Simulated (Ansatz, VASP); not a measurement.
**One calculation of GaAs, two programs**

```xyz
2
Lattice="0.0000 2.8751 2.8751 2.8751 0.0000 2.8751 2.8751 2.8751 0.0000" Properties=species:S:1:pos:R:3 pbc="T T T"
Ga    0.0000    0.0000    0.0000
As    4.3126    4.3126    4.3126
```

Alike in both runs: task relaxation of cell and atoms; functional PBE; k mesh 10 × 10 × 10; occupations gaussian, width 0.01 eV; no spin polarisation.

|  | VASP | Ansatz |
| --- | --- | --- |
| version | VASP 6.6.1 | Ansatz 0.2.0 |
| potentials or method | VASP PAW PBE potentials, release 64 (Ga_d, As), cutoff 600 eV | scalar-relativistic, plane waves, PAW |
| valence electrons in the cell | 18 | 28 |

```tsv
	VASP	Ansatz	Ansatz less VASP
gap on the k mesh at the Fermi level, each at its own relaxed structure (eV)	0.14	0.16	+0.014
relaxed volume (Å³/atom)	23.77	23.71	-0.053
relaxed cell length with the largest relative difference (Å)	4.066	4.063	-0.0030
```

VASP's potentials hold 18 valence electrons a cell and Ansatz's 28, so a difference there can come from the potentials and not from the codes.

Noted on VASP's run: the relaxation stopped at its first step, so nothing moved.
